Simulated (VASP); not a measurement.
Here is a VASP 6.6.1 calculation.

Contents of POSCAR:

```
SnO2
1.0
    4.6170235597      0.0000000000      0.0000000000
    0.0000000000      4.9028593460      0.0000000000
    0.0000000000      0.0000000000      3.2007107555
Sn O
2 4
Direct
    0.5000000000      0.5000000000      0.5000000000
    0.0000000000      0.0000000000      0.0000000000
    0.3058623572      0.3059582262      0.0000000000
    0.8058623572      0.1940417738      0.5000000000
    0.1941376428      0.8059582262      0.5000000000
    0.6941376428      0.6940417738      0.0000000000
```

File INCAR.step1:

```
  PREC = Accurate
  ENCUT = 520
  ISMEAR = 0
  SIGMA = 0.05
  LREAL = F
  LASPH = T
  NELM = 80
  NBANDS = 35
  GGA = PE
  ALGO = Normal
  EDIFF = 1E-4
  LWAVE = T
  LCHARG = F
```

The input INCAR.step2:

```
  PREC = Accurate
  ENCUT = 520
  EDIFF = 1E-6
  ISMEAR = 0
  SIGMA = 0.05
  LREAL = F
  LASPH = T
  NELM = 80
  ALGO = Normal
  ISIF = 2
  LWAVE = F
  LCHARG = F
  METAGGA = R2SCAN
  LMIXTAU = T
  NBANDS = 35
  ISTART = 1
```

File KPOINTS:

```
regular mesh
0
Gamma
  6 6 8
```

Potentials or basis: VASP PAW PBE potentials, release 64 (Sn_d, O).

Launch:

```sh
$ cat potpaw_PBE.64/Sn_d/POTCAR potpaw_PBE.64/O/POTCAR > POTCAR
$ cp INCAR.step1 INCAR
$ mpirun -np 1 vasp_std > vasp.out
$ cp INCAR.step2 INCAR
$ mpirun -np 1 vasp_std > vasp.out
```

Question: Estimate the pressure.

Answer: 1.1 GPa.

Question: Predict the band gap on the k mesh.

Answer: 1.77 eV, direct.

Forces on the atoms (eV/Å):
```
Sn   0.000  0.000  0.000
Sn   0.000  0.000  0.000
O   -0.042  0.024  0.000
O   -0.042 -0.024  0.000
O    0.042  0.024  0.000
O    0.042 -0.024  0.000
```

Caveat: the cell differs from its parent crystal (strain -0.0300 x Voigt [1, -1, 0, 0, 0, 0]); the PAW data sets were made with another functional, which shifts forces and pressure a little; spin-orbit coupling is left out, which moves the levels of the heavy elements.
